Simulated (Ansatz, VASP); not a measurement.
## Si: VASP beside Ansatz

File POSCAR:

```
Si
1.0
    2.6622503000     -0.0362423300     -0.0068309500
   -1.3625119300      2.2317606800      0.0418965100
   -0.0064290300      0.0418196400      2.4877607300
Si
1
Direct
    0.0000000000      0.0000000000      0.0000000000
```

The input INCAR.step1:

```
ALGO = Normal
EDIFF = 1E-5
ENCUT = 520
GGA = PE
ISIF = 2
ISMEAR = -1
LASPH = T
LCHARG = F
LREAL = F
LWAVE = T
NBANDS = 8
NELM = 60
PREC = Accurate
SIGMA = 0.05
```

INCAR.step2

```
AEXX = 0.25
ALGO = Normal
EDIFF = 1E-6
ENCUT = 520
GGA = PE
HFSCREEN = 0.3
ISIF = 2
ISMEAR = -1
ISTART = 1
LASPH = T
LCHARG = F
LHFCALC = T
LREAL = F
LWAVE = F
NBANDS = 8
NELM = 60
PREC = Accurate
PRECFOCK = Normal
SIGMA = 0.05
```

File KPOINTS:

```
k-points
0
Gamma
  6 6 6
```

The input input:

```
crystal:
  lattice:
    - [2.6622503, -0.03624233, -0.00683095]
    - [-1.36251193, 2.23176068, 0.04189651]
    - [-0.00642903, 0.04181964, 2.48776073]
  atoms:
    - { symbol: Si, position: [0.0, 0.0, 0.0] }
hamiltonian:
  xc: { exchange: pbe, correlation: pbe, exx: { coeff: 0.25, omega: 0.3 } }
  pseudopotentials: { kind: paw }
kpoints:
  mp_grid: { grid: [6, 6, 6] }
  band_path:
    path:
      - [[-0.5, 0.0, 0.0], [0.0, 0.0, 0.0], [0.0, 0.0, -0.5]]
      - [[-0.5, 0.0, -0.5], [0.0, 0.0, 0.0], [0.5, -0.5, 0.0]]
      - [[0.0, -0.5, 0.0], [0.0, 0.0, 0.0], [0.5, -0.5, -0.5]]
      - [[0.0, -0.5, -0.5], [0.0, 0.0, 0.0]]
    npoints: 4
scf:
  occupations: { method: fermi_dirac, width: 0.05 }
  n_extra_bands: 6
output:
  forces: true
  stress: true
  eigenvalues: true
  fatbands: false
```

Change from the starting cell: cell sheared at random, sigma 0.03, atoms nudged by 0.01 Å.

Alike in both runs: functional PBE-based screened hybrid with a share of 0.25 of exact exchange and HFSCREEN = 0.3; k mesh 6 × 6 × 6; occupations fermi-dirac, width 0.05 eV; no spin polarisation.

```csv
,VASP,Ansatz
version,VASP 6.6.1,Ansatz 0.2.0
potentials or method,"VASP PAW PBE potentials, release 64 (Si)",Ansatz PAW
plane-wave cutoff (eV),520,420
valence electrons in the cell,4,4
task,single point,band structure
```

Ansatz gave:

* gap on the k mesh at the Fermi level (eV): none
* pressure (GPa): 1.6
* traceless stress, the component that is largest in VASP (GPa): 10.41

Question: Estimate VASP's values.

Answer: gap on the k mesh at the Fermi level (eV): none; pressure (GPa): 1.3; traceless stress, the component that is largest in VASP (GPa): 10.49.

VASP's potentials were made for PBE, not for PBE-based screened hybrid. A gap of «none» marks a metal or a gap that the smearing closes. The functional is the same, so the differences come from potentials, cutoffs and numerics.

The k mesh is coarse, so the values compare programs but aren't converged.
